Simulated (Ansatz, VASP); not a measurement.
TaN in VASP and in Ansatz

```
Ta N
1.0
     2.88750    0.00000    0.00000
    -1.44375    2.50065    0.00000
     0.00000    0.00000    2.94250
Ta N
1 1
Direct
  0.33333 0.66667 0.50000
  0.00000 0.00000 0.00000
```

Alike in both runs: task single point; functional PBEsol; k mesh 18 × 18 × 16; occupations gaussian, width 0.15 eV; no spin polarisation.

|  | VASP | Ansatz |
| --- | --- | --- |
| version | VASP 6.6.1 | Ansatz 0.2.0 |
| potentials or method | VASP PAW PBE potentials, release 64 (Ta_pv, N), cutoff 520 eV | scalar-relativistic, plane waves, PAW |
| valence electrons in the cell | 16 | 18 |

VASP gave:

```
gap on the k mesh at the Fermi level (eV)                     : none
pressure (GPa)                                                : 0.2
traceless stress, the component that is largest in VASP (GPa) : -15.96
```

**Question.** What did Ansatz give for the same quantities?

**Answer.** gap on the k mesh at the Fermi level (eV): none; pressure (GPa): -0.6; traceless stress, the component that is largest in VASP (GPa): -16.08.

VASP's potentials were made for PBE, not for PBEsol. A gap of «none» marks a metal or a gap that the smearing closes. VASP's potentials hold 16 valence electrons a cell and Ansatz's 18, so a difference there can come from the potentials and not from the codes.

Spin-orbit coupling is off throughout.
